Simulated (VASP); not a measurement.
AlN: single point with PBE

The system is AlN.

```
Al N
1.0
    -3.13024    0.00000    0.00000
     0.00000    5.42173    0.00000
     1.56512   -2.71087   -5.01798
Al N
4 4
Direct
  0.97518 0.33247 0.99827
  0.47518 0.83247 0.99827
  0.27310 0.91580 0.49827
  0.77310 0.41580 0.49827
  0.82956 0.14170 0.61673
  0.32956 0.64170 0.61673
  0.03716 0.72503 0.11673
  0.53716 0.22503 0.11673
```

This cell differs from its parent crystal: atoms displaced along a vibrational mode.

| Quantity | Value |
| --- | --- |
| Program | VASP 6.6.1 |
| Task | single point |
| Functional | PBE |
| Potentials or basis | VASP PAW PBE potentials, release 64 (Al, N) |
| Cutoff | 520 eV |
| k mesh | 8 × 8 × 8 |
| Occupations | gaussian, width 0.05 eV |
| Spin | no spin polarisation |

```
Pressure               : -0.4 GPa
Largest force          : 0.419 eV/Å
Band gap on the k mesh : 3.98 eV
```

Forces in eV/Å, atoms in the order of the input:
```
Al  -0.417  0.025  0.035
Al  -0.417  0.025  0.035
Al   0.417 -0.025  0.035
Al   0.417 -0.025  0.035
N    0.194  0.011 -0.035
N    0.194  0.011 -0.035
N   -0.194 -0.011 -0.035
N   -0.194 -0.011 -0.035
```

Stress tensor (GPa, compression positive):
```
-0.78  0.30  0.00
 0.30 -0.25  0.00
 0.00  0.00 -0.19
```

Levels at points of the mesh, in eV from the valence-band top:
| k point | band 14 | band 15 | band 16 | band 17 | band 18 | band 19 |
| --- | --- | --- | --- | --- | --- | --- |
| (0.00, 0.00, 0.00) | -0.35 | -0.13 | 0.00 | 3.98 | 5.18 | 5.18 |
| (0.50, 0.00, 0.00) | -2.05 | -0.88 | -0.88 | 6.06 | 6.06 | 7.16 |
| (0.00, 0.50, 0.00) | -0.71 | -0.57 | -0.57 | 5.86 | 5.86 | 7.23 |
| (0.50, 0.50, 0.00) | -1.39 | -1.39 | -0.76 | 5.30 | 5.30 | 5.61 |
| (0.50, 0.50, 0.50) | -1.25 | -1.25 | -0.68 | 5.10 | 5.10 | 5.33 |
| (0.00, 0.00, 0.50) | -0.60 | -0.53 | -0.53 | 5.72 | 5.73 | 6.24 |

Run time: 3.8 min on 1 thread of Oxide Virtual Turin-like Processor (shared host), peak memory 0.34 GiB.

Caveat: the cell differs from its parent crystal (atoms displaced along a vibrational mode). A k mesh can miss the band edges.
